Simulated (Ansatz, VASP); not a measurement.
SiGe3: VASP beside Ansatz

```xyz
4
Lattice="2.9253 0.0000 0.0000 0.0000 2.9253 0.0000 0.0000 0.0000 8.6170" Properties=species:S:1:pos:R:3 pbc="T T T"
Si    0.0000    0.0000    4.3085
Ge    0.0000    0.0000    0.0000
Ge    1.4627    1.4627    2.2977
Ge    1.4627    1.4627    6.3193
```

Alike in both runs: functional PBE; k mesh 16 × 16 × 6; occupations gaussian, width 0.1 eV; no spin polarisation.

Ansatz relaxed the structure, and its values are those at the end. VASP's run is a single point on that final structure, the one shown.

|  | VASP | Ansatz |
| --- | --- | --- |
| version | VASP 6.6.1 | Ansatz 0.2.0 |
| potentials or method | VASP PAW PBE potentials, release 64 (Si, Ge_d), cutoff 520 eV | scalar-relativistic, plane waves, PAW |
| valence electrons in the cell | 46 | 46 |

|  | VASP | Ansatz | Ansatz less VASP |
| --- | --- | --- | --- |
| gap on the k mesh at the Fermi level (eV) | none | none | - |
| pressure (GPa) | 0.0 | 0.0 | -0.01 |

A gap of «none» marks a metal or a gap that the smearing closes. The functional is the same, so the differences come from potentials, cutoffs and numerics.
